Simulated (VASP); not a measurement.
Runs of VASP 6.6.1 on PIr. The structure is that of space group Fm-3m (No. 225), or close to it. The cells are those of the table. 

| spin | cell | k mesh | pressure (GPa) | moment (μB) |
| --- | --- | --- | --- | --- |
| non-collinear, zero start, SOC | a = 3.469 Å, angles 60.0°, 2 atoms | 6 × 6 × 6 | 2.3 | 0.00 |
| non-collinear, zero start, SOC | a = 3.469 Å, angles 60.0°, 2 atoms | 10 × 10 × 10 | 2.3 | 0.00 |
| non-collinear, zero start, SOC | a = 3.526 Å, angles 60.0°, 2 atoms | 6 × 6 × 6 | -7.4 | 0.00 |
| off | a = 3.469 Å, angles 60.0°, 2 atoms | 12 × 12 × 12 | (a) | - |
| non-collinear, zero start, SOC | a = 3.423 Å, angles 60.0°, 2 atoms | 6 × 6 × 6 | 12.4 | 0.00 |

Alike in all rows: task single point; level r2SCAN; potentials or basis VASP PAW PBE potentials, release 64 (Ir, P); cutoff (eV) 520; smearing gaussian 0.05 eV.

Task: Estimate the missing entries.

Result: (a) 1.0.

Caveats: some runs use coarse meshes; the PAW data sets were made with another functional, which shifts forces and pressure a little.
